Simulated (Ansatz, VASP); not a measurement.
**NaCl in VASP and in Ansatz**

The input POSCAR:

```
NaCl
1.0
    0.0000000000      2.8589743829      2.8589743829
    2.8589743829      0.0000000000      2.8589743829
    2.8589743829      2.8589743829      0.0000000000
Na Cl
1 1
Direct
    0.0000000000      0.0000000000      0.0000000000
    0.5000000000      0.5000000000      0.5000000000
```

INCAR.step1

```
  PREC = Accurate
  ENCUT = 520
  ISMEAR = 0
  SIGMA = 0.02
  LREAL = F
  LASPH = T
  NELM = 100
  NBANDS = 14
  GGA = PE
  ALGO = Normal
  EDIFF = 1E-4
  LWAVE = T
  LCHARG = F
```

Contents of INCAR.step2:

```
  PREC = Accurate
  ENCUT = 520
  EDIFF = 1E-7
  ISMEAR = 0
  SIGMA = 0.02
  LREAL = F
  LASPH = T
  NELM = 100
  ALGO = Normal
  ISIF = 2
  LWAVE = F
  LCHARG = F
  METAGGA = R2SCAN
  LMIXTAU = T
  NBANDS = 14
  ISTART = 1
```

The input KPOINTS:

```
regular mesh
0
Gamma
  8 8 8
```

Input for Ansatz:

```yaml
crystal:
  lattice:
    - [0.0, 2.8589743829, 2.8589743829]
    - [2.8589743829, 0.0, 2.8589743829]
    - [2.8589743829, 2.8589743829, 0.0]
  atoms:
    - { symbol: Na, position: [0.0, 0.0, 0.0] }
    - { symbol: Cl, position: [0.5, 0.5, 0.5] }
basis:
  ecutwfc: 500
kpoints:
  mp_grid: { grid: [8, 8, 8] }
hamiltonian:
  xc: r2scan
scf:
  occupations: { method: gaussian, width: 0.02 }
output:
  forces: true
  stress: true
  eigenvalues: true
  write_density: true
  write_potential: true
  elf: true
  volumetric_format: npy
```

Alike in both runs: task single point; functional r2SCAN; k mesh 8 × 8 × 8; occupations gaussian, width 0.02 eV; no spin polarisation.

```csv
,VASP,Ansatz
version,VASP 6.6.1,Ansatz 0.2.0
potentials or method,"VASP PAW PBE potentials, release 64 (Na_pv, Cl), cutoff 520 eV","scalar-relativistic, plane waves, PAW"
valence electrons in the cell,14,16
```

```csv
,VASP,Ansatz,Ansatz less VASP
gap on the k mesh at the Fermi level (eV),5.76,5.73,-0.023
least direct gap on the mesh (eV),5.76,5.73,-0.023
pressure (GPa),-1.6,-1.4,+0.22
```

VASP's potentials were made for PBE, not for r2SCAN. VASP's potentials hold 14 valence electrons a cell and Ansatz's 16, so a difference there can come from the potentials and not from the codes.
